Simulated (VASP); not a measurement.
# Te2Mo in VASP: single point with PBE

Aim: the single point of Te2Mo with PBE.

All numbers are computed with VASP 6.6.1; they aren't measurements. Logs are shortened: lines on timing, memory, paths and dates and some standing lists are left out, and cuts for length are marked.

**1. The cell of the first run**

The cell holds a slab with vacuum, 12 atoms: a = 3.556 Å, b = 3.556 Å, c = 39.999 Å, α = 90.00°, β = 90.00°, γ = 120.00°.

**2. Single point, PBE**

Contents of INCAR:

```
  PREC = Accurate
  ENCUT = 520
  EDIFF = 1E-6
  ISMEAR = 0
  SIGMA = 0.02
  LREAL = False
  LASPH = True
  NELM = 100
  ALGO = Normal
  ISIF = 2
  LWAVE = False
  LCHARG = False
  GGA = PE
  NBANDS = 64
```

Contents of KPOINTS:

```
regular mesh
0
Gamma
  12 12 1
```

Contents of POSCAR:

```
Te2Mo
1.0
    3.5562075013      0.0000000000      0.0000000000
   -1.7781037507      3.0797660373      0.0000000000
    0.0000000000      0.0000000000     39.9990269098
Te Mo
8 4
Direct
    0.3333333333      0.6666666667      0.8591667746
    0.3333333333      0.6666666667      0.2418593155
    0.6666666667      0.3333333333      0.6677477561
    0.6666666667      0.3333333333      0.0504200624
    0.6666666667      0.3333333333      0.7581406845
    0.6666666667      0.3333333333      0.1408332254
    0.3333333333      0.6666666667      0.9495799376
    0.3333333333      0.6666666667      0.3322522439
    0.3333333333      0.6666666667      0.7129291687
    0.3333333333      0.6666666667      0.0956270566
    0.6666666667      0.3333333333      0.9043729434
    0.6666666667      0.3333333333      0.2870708313
```

Potentials or basis: VASP PAW PBE potentials, release 64 (Te, Mo_sv).

Run with:

```
$ cat potpaw_PBE.64/Te/POTCAR potpaw_PBE.64/Mo_sv/POTCAR > POTCAR
$ mpirun -np 1 vasp_std > vasp.out
```

OUTCAR:

```text
PREC = Accurate
   ENCUT = 520
   EDIFF = 1E-6
   ISMEAR = 0
   LREAL = False
   LASPH = True
   NELM = 100
   ISIF = 2
   GGA = PE

 ion  position               nearest neighbor table
   1  0.333  0.667  0.859-  11 2.74  11 2.74  11 2.74   7 3.62
   2  0.333  0.667  0.242-  12 2.74  12 2.74  12 2.74   8 3.62
   3  0.667  0.333  0.668-   9 2.74   9 2.74   9 2.74   5 3.62
   4  0.667  0.333  0.050-  10 2.74  10 2.74  10 2.74   6 3.62
   5  0.667  0.333  0.758-   9 2.74   9 2.74   9 2.74   3 3.62
   6  0.667  0.333  0.141-  10 2.74  10 2.74  10 2.74   4 3.62
   7  0.333  0.667  0.950-  11 2.74  11 2.74  11 2.74   1 3.62
   8  0.333  0.667  0.332-  12 2.74  12 2.74  12 2.74   2 3.62
   9  0.333  0.667  0.713-   3 2.74   3 2.74   3 2.74   5 2.74   5 2.74   5 2.74
  10  0.333  0.667  0.096-   6 2.74   6 2.74   6 2.74   4 2.74   4 2.74   4 2.74
  11  0.667  0.333  0.904-   1 2.74   1 2.74   1 2.74   7 2.74   7 2.74   7 2.74
  12  0.667  0.333  0.287-   8 2.74   8 2.74   8 2.74   2 2.74   2 2.74   2 2.74

  LATTYP: Found a hexagonal cell.
 ALAT       =     3.5562075013
 C/A-ratio  =    11.2476639496

  Lattice vectors:

 A1 = (   3.5562075013,   0.0000000000,   0.0000000000)
 A2 = (  -1.7781037507,   3.0797660373,   0.0000000000)
 A3 = (   0.0000000000,   0.0000000000,  39.9990269098)

Analysis of symmetry for initial positions (statically):
=====================================================================
 Subroutine PRICEL returns:
 Original cell was already a primitive cell.

 Routine SETGRP: Setting up the symmetry group for a
 hexagonal supercell.

 Subroutine GETGRP returns: Found 12 space group operations
 (whereof 12 operations were pure point group operations)
 out of a pool of 24 trial point group operations.

The static configuration has the point symmetry D_3d.

Analysis of symmetry for dynamics (positions and initial velocities):
=====================================================================
 Subroutine PRICEL returns:
 Original cell was already a primitive cell.

 Routine SETGRP: Setting up the symmetry group for a
 hexagonal supercell.

 Subroutine GETGRP returns: Found 12 space group operations
 (whereof 12 operations were pure point group operations)
 out of a pool of 24 trial point group operations.

The dynamic configuration has the point symmetry D_3d.
[... 121 lines left out ...]
   POTIM  = 0.5000    time-step for ionic-motion
   TEBEG  =    0.0;   TEEND  =   0.0 temperature during run
   PSTRESS=    0.0 pullay stress
   NELECT =     104.0000    total number of electrons
   NUPDOWN=      -1.0000    fix difference up-down
   EMIN   =  10.00;   EMAX   =-10.00  energy-range for DOS
   EFERMI =   0.00;   METHOD = LEGACY
   ISMEAR =     0;   SIGMA  =   0.02  broadening in eV -4-tet -1-fermi 0-gaus
   EFERMI_NEDOS =   21; number of points for ismear=-14 and -15
   IALGO  =     38    algorithm
   IMIX   =      4    mixing-type and parameters
     AMIX     =   0.40;   BMIX     =  1.00
     AMIX_MAG =   1.60;   BMIX_MAG =  1.00
  volume/ion in A,a.u.               =      36.51       246.36
  Fermi-wavevector in a.u.,A,eV,Ry     =   1.013681  1.915579 13.980648  1.027549
  Thomas-Fermi vector in A             =   2.146864
   LORBIT       =      0    0 simple, 1 ext, 2 COOP (PROOUT), +10 PAW based schemes
   GGA     = PE    functional components
   LHFCALC =     F    Hartree Fock is set to
   AEXX    =    0.0000 exact exchange contribution
   IVDW    =     0    specifies the selected vdW correction
   LEPSILON=     F    determine dielectric tensor
   LRPA    =     F    only Hartree local field effects (RPA)
 non-spin polarized calculation
 Gauss-broadening in eV      SIGMA  =   0.02
  energy-cutoff  :      520.00
  volume of cell :      438.08
 maximum number of plane-waves:     11935
 NGX is ok and might be reduce to    28
   NGX = 13   NGY = 13   NGZ =149

 number of electron     104.0000000 magnetization

 Free energy of the ion-electron system (eV)
  ---------------------------------------------------
  ext. energy  EPLUGINS =         0.00000000
  ---------------------------------------------------
  free energy    TOTEN  =       -72.13746187 eV

  energy without entropy =      -72.13746187  energy(sigma->0) =      -72.13746187

 E-fermi :   4.1720     XC(G=0):  -7.6739

 val. band max:        3.9500870033   @ k =   0.3333   0.3333   0.0000
 cond. band min:       4.9908660032   @ k =   0.3333   0.3333   0.0000
 fundamental gap:      1.0407790000
 Fermi energy:         4.1719702543

 k-point     1 :       0.0000    0.0000    0.0000
  band No.  band energies     occupation
      1     -56.7732      2.00000
      2     -56.7732      2.00000
      3     -56.7719      2.00000
      4     -56.7719      2.00000
      5     -30.9183      2.00000
      6     -30.9183      2.00000
[... 1262 lines left out ...]
     63       6.4024      0.00000
     64       6.4024      0.00000

------------------------ aborting loop because EDIFF is reached ----------------------------------------

  FORCE on cell =-STRESS in cart. coord.  units (eV):
  Direction    XX          YY          ZZ          XY          YZ          ZX
  --------------------------------------------------------------------------------------
  -------------------------------------------------------------------------------------
  Total       -0.0241051     -0.0241051      0.1590449      0.0000000      0.0000000     -0.0000000
  in kB       -0.0881589     -0.0881589      0.5816693      0.0000000      0.0000000     -0.0000000
  external PRESSURE =       0.1351172 kB  Pullay stress =       0.0000000 kB

 VOLUME and BASIS-vectors are now :
 -----------------------------------------------------------------------------
  energy-cutoff  :      520.00
  volume of cell :      438.08
      direct lattice vectors                 reciprocal lattice vectors
     3.556207501  0.000000000  0.000000000     0.281198440  0.162349995  0.000000000
    -1.778103751  3.079766037  0.000000000     0.000000000  0.324699990  0.000000000
     0.000000000  0.000000000 39.999026910     0.000000000  0.000000000  0.025000608

 POSITION                                       TOTAL-FORCE (eV/Angst)
 -----------------------------------------------------------------------------------
     -0.00000      2.05318     34.36583        -0.000000      0.000000     -0.013030
     -0.00000      2.05318      9.67414         0.000000      0.000000     -0.013577
      1.77810      1.02659     26.70926         0.000000      0.000000     -0.013568
      1.77810      1.02659      2.01675         0.000000     -0.000000     -0.013038
      1.77810      1.02659     30.32489         0.000000     -0.000000      0.013577
      1.77810      1.02659      5.63319         0.000000      0.000000      0.013030
     -0.00000      2.05318     37.98227        -0.000000      0.000000      0.013038
     -0.00000      2.05318     13.28977         0.000000     -0.000000      0.013568
     -0.00000      2.05318     28.51647        -0.000000      0.000000      0.000014
     -0.00000      2.05318      3.82499        -0.000000     -0.000000     -0.000181
      1.77810      1.02659     36.17404         0.000000      0.000000      0.000181
      1.77810      1.02659     11.48255         0.000000      0.000000     -0.000014
 -----------------------------------------------------------------------------------
    total drift:                                0.000000      0.000000      0.000000

  FREE ENERGIE OF THE ION-ELECTRON SYSTEM (eV)
  ---------------------------------------------------
  free  energy   TOTEN  =       -72.1374618652 eV

  energy  without entropy=      -72.1374618652  energy(sigma->0) =      -72.13746187
```

OSZICAR:

```text
N       E                     dE             d eps       ncg     rms          rms(c)
DAV:   1     0.810913154716E+03    0.81091E+03   -0.52597E+04  3008   0.139E+03
DAV:   2    -0.160348705784E+02   -0.82695E+03   -0.80474E+03  3016   0.315E+02
DAV:   3    -0.718920930185E+02   -0.55857E+02   -0.54551E+02  2936   0.692E+01
[... 17 lines left out ...]
DAV:  21    -0.721374369669E+02   -0.20023E-04   -0.37744E-07  1712   0.181E-03    0.166E-03
DAV:  22    -0.721374551847E+02   -0.18218E-04   -0.47119E-07  1768   0.161E-03    0.179E-03
DAV:  23    -0.721374601031E+02   -0.49185E-05   -0.14291E-07  1624   0.786E-04    0.137E-03
DAV:  24    -0.721374616151E+02   -0.15119E-05   -0.64294E-08  1520   0.582E-04    0.429E-04
DAV:  25    -0.721374618652E+02   -0.25008E-06   -0.23313E-08  1448   0.361E-04
   1 F= -.72137462E+02 E0= -.72137462E+02  d E =-.552034E-57
```

stdout:

```text
POSCAR found type information on POSCAR TeMo
 POSCAR found :  2 types and      12 ions
 scaLAPACK will be used
 LDA part: xc-table for (Slater+PW92), standard interpolation
 POSCAR, INCAR and KPOINTS ok, starting setup
 FFT: planning ... GRIDC
 FFT: planning ... GRID_SOFT
 FFT: planning ... GRID
 WAVECAR not read
 entering main loop
```

It took 34 min on 1 thread of Intel Xeon 8259CL, shared host; peak memory 0.78 GiB.

What came out:

- Free energy: -72.1375 eV
- Largest force: 0.014 eV/Å
- Band gap on the k mesh: 1.04 eV

Forces in eV/Å, atoms in the order of the input:
```
Te   0.000  0.000 -0.013
Te   0.000  0.000 -0.014
Te   0.000  0.000 -0.014
Te   0.000  0.000 -0.013
Te   0.000  0.000  0.014
Te   0.000  0.000  0.013
Te   0.000  0.000  0.013
Te   0.000  0.000  0.014
Mo   0.000  0.000  0.000
Mo   0.000  0.000  0.000
Mo   0.000  0.000  0.000
Mo   0.000  0.000  0.000
```

Caveat: there is no dipole correction, which matters where the two faces differ; spin-orbit coupling is left out, which moves the levels of the heavy elements.
